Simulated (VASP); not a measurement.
A run of VASP 6.6.1 is set up as follows.

File INCAR:

```
PREC     = Accurate       # precision mode
ENCUT    = 520            # plane-wave cutoff, eV
EDIFF    = 1E-7           # SCF threshold, eV
ISMEAR   = 0              # smearing method
SIGMA    = 0.02           # smearing width, eV
LREAL    = F              # projectors in reciprocal space
LASPH    = T              # aspherical terms in the spheres
NELM     = 100            # most SCF steps
ALGO     = Normal         # electronic algorithm
ISIF     = 2              # what is computed and relaxed
LWAVE    = F              # write WAVECAR
LCHARG   = T              # write CHGCAR
LELF     = T              # ELF
LVHAR    = T            
NBANDS   = 16             # bands
```

KPOINTS

```
regular mesh
0
Gamma
  10 10 10
```

POSCAR

```
GaN
1.0
    0.0000000000      2.2275708004      2.2275708004
    2.2275708004      0.0000000000      2.2275708004
    2.2275708004      2.2275708004      0.0000000000
Ga N
1 1
Direct
    0.0000000000      0.0000000000      0.0000000000
    0.2500000000      0.2500000000      0.2500000000
```

Potentials or basis: VASP PAW LDA potentials, release 64 (Ga_d, N).

Run with:

```console
$ cat potpaw_LDA.64/Ga_d/POTCAR potpaw_LDA.64/N/POTCAR > POTCAR
$ mpirun -np 1 vasp_std > vasp.out
```

Question: Predict the band gap on the k mesh.

Answer: 1.97 eV, direct.

Question: Estimate the pressure.

Answer: 1.1 GPa.

Expect the measured gap to be larger: semilocal functionals such as LDA lack the derivative discontinuity.
